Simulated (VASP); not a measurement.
Runs of VASP 6.6.1 on Cu. The structure is that of space group Fm-3m (No. 225), or close to it. The cells are those of the table. 

```tsv
task	cell	cutoff (eV)	gap on the mesh (eV)	pressure (GPa)
single point	a = 2.556 Å, angles 60.0°, 1 atom	520	none	-5.9
single point	a = 2.520 Å, angles 60.0°, 1 atom	520	none	0.7
single point	a = 2.545 Å, angles 60.0°, 1 atom	520	none	(b)
single point	a = 2.601 Å, angles 60.0°, 1 atom	520	none	(a)
single point	a = 2.415 Å, angles 60.0°, 1 atom	520	none	30.3
relaxation of cell and atoms	relaxed from a = 2.556 Å, angles 60.0°, 1 atom	600	none	0.0
single point	a = 2.442 Å, angles 60.0°, 1 atom	520	none	20.8
single point	a = 2.494 Å, angles 60.0°, 1 atom	520	none	6.3
```

Alike in all rows: level PBEsol; potentials or basis VASP PAW PBE potentials, release 64 (Cu); no spin polarisation; k mesh 20 × 20 × 20; smearing gaussian 0.1 eV.

Task: Fill in the values left out.

Result: (a) -11.9; (b) -3.9.

Caveats: the PAW data sets were made with another functional, which shifts forces and pressure a little.

A gap of «none» marks levels without a gap at the run's occupations.
